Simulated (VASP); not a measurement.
# Sn (I4/mmm) in VASP: single point with LDA

Aim: the single point of Sn with LDA.

All numbers are computed with VASP 6.6.1; they aren't measurements. Logs are shortened: lines on timing, memory, paths and dates and some standing lists are left out, and cuts for length are marked.

### Step 1. The cell of the first run

It takes space group I4/mmm (No. 139, tetragonal). Conventional cell: a = 3.676 Å, b = 3.676 Å, c = 3.903 Å, α = 90.00°, β = 90.00°, γ = 90.00°. Within 4.3 Å of Sn (site symmetry 4/mmm) lie 14 Sn at 3.25 to 3.90 Å.

### Step 2. Single point, LDA (strain -0.030 along x and y, +0.030 along z)

Contents of INCAR:

```
  ALGO = Fast
  EDIFF = 1E-7
  ENCUT = 520
  ISIF = 2
  ISMEAR = 0
  LASPH = T
  LCHARG = F
  LREAL = F
  LWAVE = F
  NBANDS = 13
  NELM = 80
  PREC = Accurate
  SIGMA = 0.15
```

Contents of KPOINTS:

```
k-points
0
Gamma
  18 18 18
```

Contents of POSCAR:

```
Sn
1.0
   -1.8378122646      1.8378122646      1.9514913738
    1.8378122646     -1.8378122646      1.9514913738
    1.8378122646      1.8378122646     -1.9514913738
Sn
1
Direct
    0.0000000000      0.0000000000      0.0000000000
```

Potentials or basis: VASP PAW LDA potentials, release 64 (Sn_d).

The run is started by

```
$ cat potpaw_LDA.64/Sn_d/POTCAR > POTCAR
$ mpirun -np 1 vasp_std > vasp.out
```

OUTCAR:

```text
EDIFF = 1E-7
   ENCUT = 520
   ISIF = 2
   ISMEAR = 0
   LASPH = T
   LREAL = F
   NELM = 80
   PREC = Accurate

 ion  position               nearest neighbor table
   1  0.000  0.000  0.000-

  LATTYP: Found a body centered tetragonal cell.
 ALAT       =     3.6756245292
 C/A-ratio  =     1.0618556701

  Lattice vectors:

 A1 = (  -1.8378122646,   1.8378122646,   1.9514913738)
 A2 = (   1.8378122646,  -1.8378122646,   1.9514913738)
 A3 = (   1.8378122646,   1.8378122646,  -1.9514913738)

Analysis of symmetry for initial positions (statically):
=====================================================================
 Subroutine PRICEL returns:
 Original cell was already a primitive cell.

 Routine SETGRP: Setting up the symmetry group for a
 body centered tetragonal supercell.

 Subroutine GETGRP returns: Found 16 space group operations
 (whereof 16 operations were pure point group operations)
 out of a pool of 16 trial point group operations.

The static configuration has the point symmetry D_4h.

Analysis of symmetry for dynamics (positions and initial velocities):
=====================================================================
 Subroutine PRICEL returns:
 Original cell was already a primitive cell.

 Routine SETGRP: Setting up the symmetry group for a
 body centered tetragonal supercell.

 Subroutine GETGRP returns: Found 16 space group operations
 (whereof 16 operations were pure point group operations)
 out of a pool of 16 trial point group operations.

The dynamic configuration has the point symmetry D_4h.

 Subroutine INISYM returns: Found 16 space group operations
 (whereof 16 operations are pure point group operations),
 and found     1 'primitive' translations

----------------------------------------------------------------------------------------

                                     Primitive cell

  volume of cell :      26.3651

  direct lattice vectors                    reciprocal lattice vectors
    -1.837812265  1.837812265  1.951491374     0.000000000  0.272062609  0.256214302
     1.837812265 -1.837812265  1.951491374     0.272062609  0.000000000  0.256214302
     1.837812265  1.837812265 -1.951491374     0.272062609  0.272062609  0.000000000

  length of vectors
     3.250142523  3.250142523  3.250142523     0.373716245  0.373716245  0.384754632

  position of ions in fractional coordinates (direct lattice)
     0.000000000  0.000000000  0.000000000

  ion indices of the primitive-cell ions
   primitive index   ion index
                 1           1

----------------------------------------------------------------------------------------

 KPOINTS: k-points

Automatic generation of k-mesh.
 Grid dimensions read from file:
 generate k-points for:   18   18   18

 Generating k-lattice:

  Cartesian coordinates                     Fractional coordinates (reciprocal lattice)
     0.000000000  0.015114589  0.014234128     0.055555556 -0.000000000  0.000000000
     0.015114589  0.000000000  0.014234128    -0.000000000  0.055555556  0.000000000
     0.015114589  0.015114589  0.000000000     0.000000000  0.000000000  0.055555556

  Length of vectors
     0.020762014  0.020762014  0.021375257

  Shift w.r.t. Gamma in fractional coordinates (k-lattice)
     0.000000000  0.000000000  0.000000000

 Subroutine IBZKPT returns following result:
 ===========================================

 Found    480 irreducible k-points:

 Following reciprocal coordinates:
            Coordinates               Weight
  0.000000  0.000000  0.000000      1.000000
  0.055556 -0.000000  0.000000      8.000000
  0.111111 -0.000000  0.000000      8.000000
  0.166667 -0.000000  0.000000      8.000000
  0.222222 -0.000000  0.000000      8.000000
  0.277778  0.000000  0.000000      8.000000
[... 16 lines left out ...]
 -0.277778  0.055556  0.000000     16.000000
 -0.222222  0.055556  0.000000     16.000000
 [... further k-points ...]
   k-points           NKPTS =    480   k-points in BZ     NKDIM =    480   number of bands    NBANDS=     13
   number of dos      NEDOS =    301   number of ions     NIONS =      1
   total plane-waves  NPLWV =  13824
   dimension x,y,z NGX =    24 NGY =   24 NGZ =   24
   dimension x,y,z NGXF=    48 NGYF=   48 NGZF=   48
   ions per type =               1
   NGX,Y,Z   is equivalent  to a cutoff of  12.28, 12.28, 12.28 a.u.
   NGXF,Y,Z  is equivalent  to a cutoff of  24.55, 24.55, 24.55 a.u.
 SYSTEM =  unknown system
   PREC   = accura    normal or accurate (medium, high low for compatibility)
   ISTART =      0    job   : 0-new  1-cont  2-samecut
   ICHARG =      2    charge: 1-file 2-atom 10-const
   ISPIN  =      1    spin polarized calculation?
   LNONCOLLINEAR =      F non collinear calculations
   LSORBIT =      F    spin-orbit coupling
   LASPH  =      T    aspherical Exc in radial PAW
   ENCUT  =  520.0 eV  38.22 Ry    6.18 a.u.   6.04  6.04  6.04*2*pi/ulx,y,z
   NELM   =     80;   NELMIN=  2; NELMDL= -5     # of ELM steps
   EDIFF  = 0.1E-06   stopping-criterion for ELM
   LREAL  =      F    real-space projection
   EDIFFG = 0.1E-05   stopping-criterion for IOM
   NSW    =      0    number of steps for IOM
   IBRION =     -1    ionic relax: 0-MD 1-quasi-New 2-CG
   NFREE  =      0    steps in history (QN), initial steepest desc. (CG)
   ISIF   =      2    stress and relaxation
   ISYM   =      2    0-nonsym 1-usesym 2-fastsym
   POTIM  = 0.5000    time-step for ionic-motion
   TEBEG  =    0.0;   TEEND  =   0.0 temperature during run
   PSTRESS=    0.0 pullay stress
   NELECT =      14.0000    total number of electrons
   NUPDOWN=      -1.0000    fix difference up-down
   EMIN   =  10.00;   EMAX   =-10.00  energy-range for DOS
   EFERMI =   0.00;   METHOD = LEGACY
   ISMEAR =     0;   SIGMA  =   0.15  broadening in eV -4-tet -1-fermi 0-gaus
   EFERMI_NEDOS =   21; number of points for ismear=-14 and -15
   IALGO  =     68    algorithm
   IMIX   =      4    mixing-type and parameters
     AMIX     =   0.40;   BMIX     =  1.00
     AMIX_MAG =   1.60;   BMIX_MAG =  1.00
  volume/ion in A,a.u.               =      26.37       177.92
  Fermi-wavevector in a.u.,A,eV,Ry     =   1.325688  2.505186 23.911527  1.757448
  Thomas-Fermi vector in A             =   2.455130
   LORBIT       =      0    0 simple, 1 ext, 2 COOP (PROOUT), +10 PAW based schemes
   GGA     = CA    functional components
   LHFCALC =     F    Hartree Fock is set to
   AEXX    =    0.0000 exact exchange contribution
   IVDW    =     0    specifies the selected vdW correction
   LEPSILON=     F    determine dielectric tensor
   LRPA    =     F    only Hartree local field effects (RPA)
 non-spin polarized calculation
 RMM-DIIS sequential band-by-band and
 Gauss-broadening in eV      SIGMA  =   0.15
  energy-cutoff  :      520.00
  volume of cell :       26.37
 maximum number of plane-waves:       738
   NGX = 13   NGY = 13   NGZ = 13

 number of electron      14.0000001 magnetization

 Free energy of the ion-electron system (eV)
  ---------------------------------------------------
  ext. energy  EPLUGINS =         0.00000000
  ---------------------------------------------------
  free energy    TOTEN  =        -4.44241060 eV

  energy without entropy =       -4.43695821  energy(sigma->0) =       -4.43968440

 E-fermi :   8.2017     XC(G=0): -10.7481

 val. band max:        8.1994676639   @ k =   0.2222   0.1667   0.0000
 cond. band min:       8.2026156459   @ k =  -0.4444  -0.4444   0.4444
 fundamental gap:      0.0031479820
 Fermi energy:         8.2016846198

 k-point     1 :       0.0000    0.0000    0.0000
  band No.  band energies     occupation
      1     -13.2852      2.00000
      2     -13.2852      2.00000
      3     -13.2686      2.00000
      4     -13.1453      2.00000
      5     -13.1139      2.00000
      6      -3.1370      2.00000
      7      16.1028      0.00000
      8      16.3639      0.00000
      9      16.3639      0.00000
     10      19.9842      0.00000
     11      20.8367      0.00000
     12      20.8445      0.00000
     13      20.8555      0.00000

 k-point     2 :       0.0556   -0.0000    0.0000
  band No.  band energies     occupation
      1     -13.2831      2.00000
      2     -13.2828      2.00000
      3     -13.2652      2.00000
      4     -13.1463      2.00000
      5     -13.1150      2.00000
      6      -3.0694      2.00000
      7      15.5558      0.00000
      8      16.0995      0.00000
      9      16.1799      0.00000
     10      19.4340      0.00000
     11      20.2049      0.00000
     12      20.4376      0.00000
     13      21.3504      0.00000

 k-point     3 :       0.1111   -0.0000    0.0000
  band No.  band energies     occupation
      1     -13.2838      2.00000
      2     -13.2761      2.00000
      3     -13.2484      2.00000
      4     -13.1493      2.00000
      5     -13.1179      2.00000
      6      -2.8664      2.00000
      7      14.0518      0.00000
      8      15.4743      0.00000
      9      15.9604      0.00000
     10      18.8220      0.00000
     11      19.4755      0.00000
     12      20.0755      0.00000
     13      21.6452      0.00000

 k-point     4 :       0.1667   -0.0000    0.0000
  band No.  band energies     occupation
      1     -13.2892      2.00000
      2     -13.2670      2.00000
      3     -13.2183      2.00000
      4     -13.1536      2.00000
      5     -13.1215      2.00000
      6      -2.5275      2.00000
      7      12.2647      0.00000
      8      14.7303      0.00000
      9      15.6373      0.00000
     10      18.3010      0.00000
     11      18.8165      0.00000
     12      19.9496      0.00000
     13      21.9616      0.00000

 k-point     5 :       0.2222   -0.0000    0.0000
  band No.  band energies     occupation
      1     -13.2967      2.00000
      2     -13.2584      2.00000
      3     -13.1800      2.00000
      4     -13.1576      2.00000
      5     -13.1251      2.00000
      6      -2.0529      2.00000
      7      10.4506      0.00000
      8      14.0016      0.00000
      9      15.2508      0.00000
     10      17.8321      0.00000
     11      18.2570      0.00000
     12      20.1021      0.00000
     13      22.3286      0.00000
[... 257 lines left out ...]
 k-point    22 :      -0.3333    0.0556    0.0000
  band No.  band energies     occupation
      1     -13.3066      2.00000
      2     -13.2530      2.00000
      3     -13.1586      2.00000
      4     -13.1292      2.00000
      5     -13.1170      2.00000
      6      -1.0158      2.00000
      7       7.8446      1.99924
      8      12.7311      0.00000
      9      14.2703      0.00000
     10      17.5795      0.00000
     11      18.0712      0.00000
     12      20.0929      0.00000
     13      23.8384      0.00000

 k-point    23 :      -0.2778    0.0556    0.0000
  band No.  band energies     occupation
      1     -13.2987      2.00000
      2     -13.2569      2.00000
      3     -13.1589      2.00000
      4     -13.1563      2.00000
      5     -13.1260      2.00000
      6      -1.6936      2.00000
      7       9.5328      0.00000
      8      13.3452      0.00000
      9      14.6441      0.00000
     10      17.9409      0.00000
     11      18.3287      0.00000
     12      19.7958      0.00000
     13      23.2885      0.00000

 k-point    24 :      -0.2222    0.0556    0.0000
  band No.  band energies     occupation
      1     -13.2911      2.00000
      2     -13.2648      2.00000
      3     -13.1964      2.00000
      4     -13.1534      2.00000
      5     -13.1240      2.00000
      6      -2.2397      2.00000
      7      11.2992      0.00000
      8      14.0726      0.00000
      9      15.0522      0.00000
     10      18.3606      0.00000
     11      18.5814      0.00000
     12      19.7658      0.00000
     13      22.7405      0.00000

 [... further k-points ...]

------------------------ aborting loop because EDIFF is reached ----------------------------------------

  FORCE on cell =-STRESS in cart. coord.  units (eV):
  Direction    XX          YY          ZZ          XY          YZ          ZX
  --------------------------------------------------------------------------------------
  -------------------------------------------------------------------------------------
  Total       -0.3280413     -0.3280413     -0.2049208      0.0000000      0.0000000      0.0000000
  in kB      -19.9347213    -19.9347213    -12.4528195      0.0000000      0.0000000      0.0000000
  external PRESSURE =     -17.4407540 kB  Pullay stress =       0.0000000 kB

 VOLUME and BASIS-vectors are now :
 -----------------------------------------------------------------------------
  energy-cutoff  :      520.00
  volume of cell :       26.37
      direct lattice vectors                 reciprocal lattice vectors
    -1.837812265  1.837812265  1.951491374     0.000000000  0.272062609  0.256214302
     1.837812265 -1.837812265  1.951491374     0.272062609  0.000000000  0.256214302
     1.837812265  1.837812265 -1.951491374     0.272062609  0.272062609  0.000000000

 POSITION                                       TOTAL-FORCE (eV/Angst)
 -----------------------------------------------------------------------------------
      0.00000      0.00000      0.00000         0.000000      0.000000     -0.000000
 -----------------------------------------------------------------------------------
    total drift:                                0.000000      0.000000     -0.000000

  FREE ENERGIE OF THE ION-ELECTRON SYSTEM (eV)
  ---------------------------------------------------
  free  energy   TOTEN  =        -4.4424105970 eV

  energy  without entropy=       -4.4369582110  energy(sigma->0) =       -4.43968440
```

Run time: 2.3 min. Hardware: 1 thread of Intel Xeon 8259CL, shared host; peak memory 0.25 GiB.

What came out:

```
Free energy            : -4.4424 eV
Pressure               : -1.7 GPa
Band gap on the k mesh : zero (bands 7 and 8 overlap by 10.39 eV)
```

Levels at points of the mesh, in eV from the Fermi level:
```
           k point  band 4  band 5  band 6  band 7  band 8  band 9  band 10  band 11
(0.00, 0.00, 0.00)  -21.35  -21.32  -11.34    7.90    8.16    8.16    11.78    12.64
(0.50, 0.00, 0.00)  -21.33  -21.24   -6.64   -4.61    3.91    5.84     8.52     8.80
(0.50, 0.50, 0.00)  -21.32  -21.23   -6.25   -4.44    3.17    4.81     7.61     7.83
(0.50, 0.50, 0.50)  -21.25  -21.25   -2.55   -1.26   -0.14   -0.14     3.79     4.23
```

Caveat: the cell differs from its parent crystal (strain -0.030 along x and y, +0.030 along z); spin-orbit coupling is left out, which moves the levels of the heavy elements.
